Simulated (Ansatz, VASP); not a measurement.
# BN in VASP and in Ansatz

```
CELL_PARAMETERS angstrom
1.15281 0.66558 3.03129
-1.15281 0.66558 3.03129
0.00000 -1.33115 3.03129
ATOMIC_POSITIONS crystal
B 0.99970 0.99970 0.99970
N 0.33274 0.33274 0.33274
```

Change from the starting cell: strain -0.080 along x and y, -0.080 along z, atoms carried along.

Alike in both runs: task single point; functional PBE; dispersion D3(BJ); k mesh 12 × 12 × 12; occupations gaussian, width 0.05 eV; no spin polarisation.

```csv
,VASP,Ansatz
version,VASP 6.6.1,Ansatz 0.2.0
potentials or method,"VASP PAW PBE potentials, release 64 (B, N), cutoff 520 eV","scalar-relativistic, plane waves, PAW"
valence electrons in the cell,8,8
```

```tsv
	VASP	Ansatz	Ansatz less VASP
gap on the k mesh at the Fermi level (eV)	4.45	4.46	+0.015
least direct gap on the mesh (eV)	5.32	5.32	+0.005
pressure (GPa)	95.2	95.1	-0.14
traceless stress, the component that is largest in VASP (GPa)	-91.46	-91.03	+0.428
rms of the force components (eV/Å)	0.018	0.018	+0.0001
```

Atom by atom the forces differ by 0.000 eV/Å (rms over components). Both programs put the cell under a high pressure, so it lies far from rest at this level.

Noted on VASP's run: the cell as given lies far from equilibrium.
